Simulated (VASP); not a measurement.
Here is a VASP 6.6.1 calculation.

Contents of INCAR:

```
SYSTEM = IrPt3
PREC = Accurate
ENCUT = 520
EDIFF = 1E-6
ISMEAR = -1
SIGMA = 0.05
LREAL = .FALSE.
LASPH = .TRUE.
NELM = 60
ALGO = Fast
ISIF = 2
LWAVE = .FALSE.
LCHARG = .FALSE.
GGA = PS
NBANDS = 28
```

KPOINTS

```
regular mesh
0
G
  7 7 7
  0 0 0
```

Contents of POSCAR:

```
IrPt3
1.0
    3.9247337244      0.0000000000      0.0000000000
    0.0000000000      3.9247337244      0.0000000000
    0.0000000000      0.0000000000      3.9247337244
Pt Ir
3 1
Direct
    0.5000000000      0.5000000000      0.0000000000
    0.5000000000      0.0000000000      0.5000000000
    0.0000000000      0.5000000000      0.5000000000
    0.0000000000      0.0000000000      0.0000000000
```

Potentials or basis: VASP PAW PBE potentials, release 64 (Pt, Ir).

Run with:

```bash
$ cat potpaw_PBE.64/Pt/POTCAR potpaw_PBE.64/Ir/POTCAR > POTCAR
$ mpirun -np 1 vasp_std > vasp.out
```

What does it give for the pressure?

-6.5 GPa.

Caveat: the PAW data sets were made with another functional, which shifts forces and pressure a little.
